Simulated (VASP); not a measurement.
# Ta12H3N13 in VASP: single point with PBE+D3(BJ)

Aim: the single point of Ta12H3N13 with PBE+D3(BJ).

Program: VASP 6.6.1. These are calculated values, not measurements. Logs are shortened: lines on timing, memory, paths and dates and some standing lists are left out, and cuts for length are marked.

**1. The cell of the first run**

The cell holds a slab with vacuum, 28 atoms: a = 6.201 Å, b = 6.201 Å, c = 25.935 Å, α = 90.00°, β = 90.00°, γ = 120.00°.

**2. Single point, PBE+D3(BJ)**

INCAR

```
ALGO = Fast
DIPOL = 0.5 0.5 0.462
EDIFF = 1E-7
ENCUT = 520
GGA = PE
IDIPOL = 3
ISIF = 2
ISMEAR = 0
IVDW = 12
LASPH = T
LCHARG = F
LDIPOL = T
LREAL = Auto
LWAVE = F
NBANDS = 120
NELM = 80
PREC = Accurate
SIGMA = 0.1
```

KPOINTS

```
k-points
0
Gamma
  4 4 1
```

POSCAR

```
Ta12H3N13
1.0
    6.2014901195      0.0000000000      0.0000000000
   -3.1007450597      5.3706479848      0.0000000000
    0.0000000000      0.0000000000     25.9348693490
Ta N H
12 13 3
Direct
    0.1666666667      0.3333333333      0.3084650203
    0.1666666667      0.8333333333      0.3084650203
    0.6666666667      0.3333333333      0.3084650203
    0.6666666667      0.8333333333      0.3084650203
    0.5000000000      0.5000000000      0.4060844725
    0.5000000000      0.0000000000      0.4060844725
    0.0000000000      0.5000000000      0.4060844725
    0.0000000000      0.0000000000      0.4060844725
    0.8268796290      0.6736693091      0.5165047277
    0.8246421148      0.1743036690      0.5001216240
    0.3254598953      0.6755420138      0.5004203280
    0.3267726092      0.1734550763      0.5165023134
    0.3333333333      0.1666666667      0.3572747464
    0.3333333333      0.6666666667      0.3572747464
    0.8333333333      0.1666666667      0.3572747464
    0.8333333333      0.6666666667      0.3572747464
    0.6554862289      0.3446971173      0.4548580857
    0.6772342927      0.8221286101      0.4550472331
    0.1775805383      0.3229390769      0.4550447829
    0.1552793628      0.8443638378      0.4549116299
   -0.0034017134      0.5026029261      0.5413985796
   -0.0065090038      0.0069753841      0.5459243108
    0.4933890223      0.5067782674      0.5460341169
    0.4970333707      0.0032724724      0.5416594636
    0.1636342212      0.4481324992      0.6574830321
    0.0144397785      0.3474296277      0.6338952542
    0.3178936489      0.5104708282      0.6346750390
    0.1686047557      0.3247790249      0.6829090845
```

Potentials or basis: VASP PAW PBE potentials, release 64 (Ta_pv, N, H).

Command:

```bash
cat potpaw_PBE.64/Ta_pv/POTCAR potpaw_PBE.64/N/POTCAR potpaw_PBE.64/H/POTCAR > POTCAR
mpirun -np 1 vasp_std > vasp.out
```

OUTCAR:

```text
EDIFF = 1E-7
   ENCUT = 520
   GGA = PE
   ISIF = 2
   ISMEAR = 0
   IVDW = 12
   LASPH = T
   LREAL = Auto
   NELM = 80
   PREC = Accurate
 IVDW          = 12

 ion  position               nearest neighbor table
   1  0.167  0.333  0.308-  13 2.19  14 2.19  15 2.19   8 3.10   5 3.10   7 3.10   2 3.10   2 3.10
                             3 3.10   3 3.10   4 3.10   4 3.10
   2  0.167  0.833  0.308-  14 2.19  13 2.19  16 2.19   7 3.10   6 3.10   8 3.10   1 3.10   1 3.10
                             4 3.10   4 3.10   3 3.10   3 3.10
   3  0.667  0.333  0.308-  15 2.19  16 2.19  13 2.19   6 3.10   7 3.10   5 3.10   4 3.10   4 3.10
                             1 3.10   1 3.10   2 3.10   2 3.10
   4  0.667  0.833  0.308-  16 2.19  15 2.19  14 2.19   5 3.10   8 3.10   6 3.10   3 3.10   3 3.10
                             2 3.10   2 3.10   1 3.10   1 3.10
   5  0.500  0.500  0.406-  17 2.09  18 2.15  19 2.15  13 2.19  16 2.19  14 2.19  11 3.09   4 3.10
                             1 3.10   3 3.10   6 3.10   6 3.10   7 3.10   7 3.10   8 3.10   8 3.10
   6  0.500  0.000  0.406-  14 2.19  15 2.19  13 2.19  17 2.24  20 2.25  18 2.29  10 3.00  11 3.00
                             3 3.10   2 3.10   4 3.10   5 3.10   5 3.10   8 3.10   8 3.10   7 3.10
   7  0.000  0.500  0.406-  15 2.19  14 2.19  16 2.19  17 2.24  20 2.24  19 2.29  10 3.00  11 3.01
                             2 3.10   3 3.10   1 3.10   8 3.10   8 3.10   5 3.10   5 3.10   6 3.10
   8  0.000  0.000  0.406-  20 2.10  18 2.15  19 2.15  16 2.19  13 2.19  15 2.19  10 3.08   1 3.10
                             4 3.10   2 3.10   7 3.10   7 3.10   6 3.10   6 3.10   5 3.10   5 3.10
   9  0.827  0.674  0.517-  21 1.94  22 1.95  23 1.95  18 2.26  20 2.38  17 2.38  12 3.10  12 3.10
[... 9 lines left out ...]
  15  0.833  0.167  0.357-   3 2.19   7 2.19   6 2.19   8 2.19   4 2.19   1 2.19
  16  0.833  0.667  0.357-   4 2.19   8 2.19   5 2.19   7 2.19   3 2.19   2 2.19
  17  0.655  0.345  0.455-   5 2.09  10 2.17   7 2.24   6 2.24  12 2.38   9 2.38
  18  0.677  0.822  0.455-   5 2.15   8 2.15  10 2.23  11 2.23   9 2.26   6 2.29
  19  0.178  0.323  0.455-   5 2.15   8 2.15  10 2.23  11 2.24  12 2.26   7 2.29
  20  0.155  0.844  0.455-   8 2.10  11 2.17   7 2.24   6 2.25   9 2.38  12 2.38
  21  0.997  0.503  0.541-   9 1.94  11 2.06  10 2.06
  22  0.993  0.007  0.546-  12 1.95   9 1.95  10 2.16
  23  0.493  0.507  0.546-  12 1.95   9 1.95  11 2.16
  24  0.497  0.003  0.542-  12 1.94  11 2.06  10 2.06
  25  0.164  0.448  0.657-  26 1.02  28 1.02  27 1.02
  26  0.014  0.347  0.634-  25 1.02
  27  0.318  0.510  0.635-  25 1.02
  28  0.169  0.325  0.683-  25 1.02

  LATTYP: Found a hexagonal cell.
 ALAT       =     6.2014901195
 C/A-ratio  =     4.1820383245

  Lattice vectors:

 A1 = (   6.2014901195,   0.0000000000,   0.0000000000)
 A2 = (  -3.1007450597,   5.3706479848,   0.0000000000)
 A3 = (   0.0000000000,   0.0000000000,  25.9348693490)

Analysis of symmetry for initial positions (statically):
=====================================================================
 Subroutine PRICEL returns:
 Original cell was already a primitive cell.
[... 182 lines left out ...]
  Thomas-Fermi vector in A             =   2.137938
   LORBIT       =      0    0 simple, 1 ext, 2 COOP (PROOUT), +10 PAW based schemes
   GGA     = PE    functional components
   LHFCALC =     F    Hartree Fock is set to
   AEXX    =    0.0000 exact exchange contribution
   IVDW    =    12    specifies the selected vdW correction
   LEPSILON=     F    determine dielectric tensor
   LRPA    =     F    only Hartree local field effects (RPA)
 non-spin polarized calculation
 RMM-DIIS sequential band-by-band and
 Gauss-broadening in eV      SIGMA  =   0.10
  energy-cutoff  :      520.00
  volume of cell :      863.79
 maximum number of plane-waves:     23312
 NGX is ok and might be reduce to    48
   NGX = 23   NGY = 23   NGZ = 97

 dipolmoment           0.000000      0.000000     -0.005503 electrons x Angstroem

 number of electron     199.9999986 magnetization

 dipolmoment           0.000000      0.000000      0.202980 electrons x Angstroem

 Free energy of the ion-electron system (eV)
  ---------------------------------------------------
  ext. energy  EPLUGINS =         0.00000000
  ---------------------------------------------------
  free energy    TOTEN  =      -274.20405133 eV

  energy without entropy =     -274.13093838  energy(sigma->0) =     -274.16749485

 E-fermi :  -1.1086     XC(G=0):  -5.1537

 val. band max:       -1.1297955647   @ k =   0.0000   0.0000   0.0000
 cond. band min:      -1.0673930764   @ k =  -0.2500   0.5000   0.0000
 fundamental gap:      0.0624024884
 Fermi energy:        -1.1085642038

 k-point     1 :       0.0000    0.0000    0.0000
  band No.  band energies     occupation
      1     -37.6208      2.00000
      2     -37.5576      2.00000
      3     -37.5214      2.00000
      4     -37.3760      2.00000
      5     -37.3692      2.00000
      6     -37.2511      2.00000
[... 1139 lines left out ...]
    111       0.4664      0.00000
    112       0.6030      0.00000
 [bands above 112 left out]

------------------------ aborting loop because EDIFF is reached ----------------------------------------

 vacuum level on the upper side and lower side of the slab       (xc-potential included)         0.475        -0.600

 Edisp (eV)   -7.98578

 E8    (eV) :    -3.7648

  FORCE on cell =-STRESS in cart. coord.  units (eV):
  Direction    XX          YY          ZZ          XY          YZ          ZX
  --------------------------------------------------------------------------------------
  -------------------------------------------------------------------------------------
  Total      -5.21203    -7.26996     0.29862    -1.75300    -0.80634     1.54563
  in kB      -9.66743   -13.48454     0.55388    -3.25151    -1.49563     2.86687
  external pressure =       -7.53 kB  Pullay stress =        0.00 kB

 VOLUME and BASIS-vectors are now :
 -----------------------------------------------------------------------------
  energy-cutoff  :      520.00
  volume of cell :      863.79
      direct lattice vectors                 reciprocal lattice vectors
     6.201490119  0.000000000  0.000000000     0.161251567  0.093098636  0.000000000
    -3.100745060  5.370647985  0.000000000     0.000000000  0.186197271  0.000000000
     0.000000000  0.000000000 25.934869349     0.000000000  0.000000000  0.038558128

 POSITION                                       TOTAL-FORCE (eV/Angst)
 -----------------------------------------------------------------------------------
      0.00000      1.79022      8.00000        -0.149993      0.085093      0.548008
     -1.55037      4.47554      8.00000        -0.153249      0.087513      0.188664
      3.10075      1.79022      8.00000        -0.150361      0.086755      0.187616
      1.55037      4.47554      8.00000        -0.152602      0.088017      0.563203
      1.55037      2.68532     10.53175        -0.332150      0.212406     -0.112591
      3.10075      0.00000     10.53175         0.638180     -0.363996      0.671724
[... 20 lines left out ...]
      0.38857      2.74156     16.46021        -0.011866      0.023638      0.015066
      0.03854      1.74427     17.71116        -0.018452      0.027131      0.011244
 -----------------------------------------------------------------------------------
    total drift:                                0.000381      0.000083     -0.022352

  FREE ENERGIE OF THE ION-ELECTRON SYSTEM (eV)
  ---------------------------------------------------
  free  energy   TOTEN  =      -282.1898326590 eV

  energy  without entropy=     -282.1167197149  energy(sigma->0) =     -282.15327619

 vacuum level on the upper side and lower side of the slab         4.947         3.848
```

stdout:

```text
POSCAR found type information on POSCAR TaN H
 POSCAR found :  3 types and      28 ions
 scaLAPACK will be used
 LDA part: xc-table for (Slater+PW92), standard interpolation
 POSCAR, INCAR and KPOINTS ok, starting setup
 FFT: planning ... GRIDC
 FFT: planning ... GRID_SOFT
 FFT: planning ... GRID
 WAVECAR not read
 entering main loop
```

Run time: 46 min. Hardware: 1 thread of Oxide Virtual Turin-like, shared host; peak memory 1.2 GiB.

What came out:

```
Free energy                : -282.1898 eV
Largest force              : 0.995 eV/Å
Band gap on the k mesh     : zero (bands 100 and 101 overlap by 0.14 eV)
Dispersion energy per atom : -0.285 eV
```

Forces in eV/Å, atoms in the order of the input:
```
Ta  -0.150  0.085  0.548
Ta  -0.153  0.088  0.189
Ta  -0.150  0.087  0.188
Ta  -0.153  0.088  0.563
Ta  -0.332  0.212 -0.113
Ta   0.638 -0.364  0.672
Ta   0.604 -0.360  0.637
Ta  -0.356  0.185 -0.096
Ta  -0.007  0.019 -0.054
Ta   0.011 -0.009 -0.002
Ta   0.002 -0.004 -0.009
Ta  -0.022 -0.018 -0.063
N   -0.086  0.053 -0.486
N    0.104 -0.062 -0.900
N    0.102 -0.059 -0.906
N   -0.084  0.047 -0.509
N    0.000  0.000  0.005
N    0.003 -0.001 -0.009
N    0.003  0.000 -0.012
N    0.003  0.001  0.005
N    0.055 -0.023  0.086
N   -0.037  0.026  0.082
N   -0.047  0.031  0.100
N    0.050 -0.032  0.082
N    0.064 -0.053 -0.019
H   -0.031  0.014 -0.005
H   -0.012  0.024  0.015
H   -0.018  0.027  0.011
```

Caveat: spin-orbit coupling is left out, which moves the levels of the heavy elements.

The gap in the log of VASP goes by the Fermi energy; the results here count the filled bands.